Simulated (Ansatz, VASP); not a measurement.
# C: VASP beside Ansatz

```
CELL_PARAMETERS angstrom
1.80074 0.00000 0.00000
0.00000 1.80074 0.00000
0.00000 0.00000 1.72359
ATOMIC_POSITIONS crystal
C 0.50000 0.50000 0.00000
```

Alike in both runs: task relaxation of cell and atoms; functional PBE; k mesh 30 × 30 × 32; occupations gaussian, width 0.1 eV; no spin polarisation.

|  | VASP | Ansatz |
| --- | --- | --- |
| version | VASP 6.6.1 | Ansatz 0.2.0 |
| potentials or method | VASP PAW PBE potentials, release 64 (C), cutoff 600 eV | scalar-relativistic, plane waves, PAW |
| valence electrons in the cell | 4 | 4 |

```tsv
	VASP	Ansatz	Ansatz less VASP
gap on the k mesh at the Fermi level, each at its own relaxed structure (eV)	none	none	-
relaxed volume (Å³/atom)	5.58	5.59	+0.002
relaxed cell length with the largest relative difference (Å)	1.703	1.704	+0.0010
```

A gap of «none» marks a metal or a gap that the smearing closes.
